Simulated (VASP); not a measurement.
Fe: single point with BLYP

Fe:

```xyz
4
Lattice="2.5185 0.0000 0.0000 -1.2593 2.1811 0.0000 0.0000 0.0000 8.2531" Properties=species:S:1:pos:R:3 pbc="T T T"
Fe    0.0000    0.0000    0.0000
Fe    0.0000    0.0000    4.1266
Fe    0.0000    1.4541    2.0633
Fe    1.2593    0.7270    6.1898
```

This isn't the form of Fe at room conditions, which is bcc.

```json
{"Program": "VASP 6.6.1", "Task": "single point", "Functional": "BLYP", "Potentials or basis": "VASP PAW PBE potentials, release 64 (Fe)", "Cutoff": "520 eV", "k mesh": "16 × 16 × 5", "Occupations": "fermi-dirac, width 0.05 eV", "Spin": "collinear spin, ferrimagnetic start", "Starting moments": "[1.44, -1.095, -0.94, -0.94] μB"}
```

```json
{"Pressure": "-3.7 GPa", "Largest force": "0.146 eV/Å", "Net moment": "-1.81 μB per cell", "Site moments": "Fe +1.79, -1.43, -1.08 (each value once) μB", "Valence electrons inside the program's atomic spheres": "Fe 7.29, 7.31, 7.32 (each value once)"}
```

Forces on the atoms (eV/Å):
```
Fe   0.000  0.000  0.000
Fe   0.000  0.000  0.000
Fe   0.000  0.000  0.146
Fe   0.000  0.000 -0.146
```

Levels at points of the mesh, in eV from the Fermi level:
Spin up:
| k point | band 13 | band 14 | band 15 | band 16 | band 17 | band 18 |
| --- | --- | --- | --- | --- | --- | --- |
| (0.00, 0.00, 0.00) | -0.75 | -0.70 | -0.70 | -0.59 | -0.59 | 0.28 |
| (0.50, 0.00, 0.00) | -0.04 | 0.19 | 0.97 | 1.05 | 1.32 | 1.41 |
Spin down:
| k point | band 14 | band 15 | band 16 | band 17 | band 18 | band 19 |
| --- | --- | --- | --- | --- | --- | --- |
| (0.00, 0.00, 0.00) | -1.13 | -1.13 | -0.65 | -0.65 | -0.56 | -0.56 |
| (0.50, 0.00, 0.00) | 0.21 | 0.40 | 0.45 | 0.64 | 0.76 | 0.90 |

Wall time 15 min on 1 thread of Oxide Virtual Turin-like Processor, on a shared host, peak memory 0.31 GiB.

Caveat: the cell stands under tension; the PAW data sets were made with another functional, which shifts forces and pressure a little.
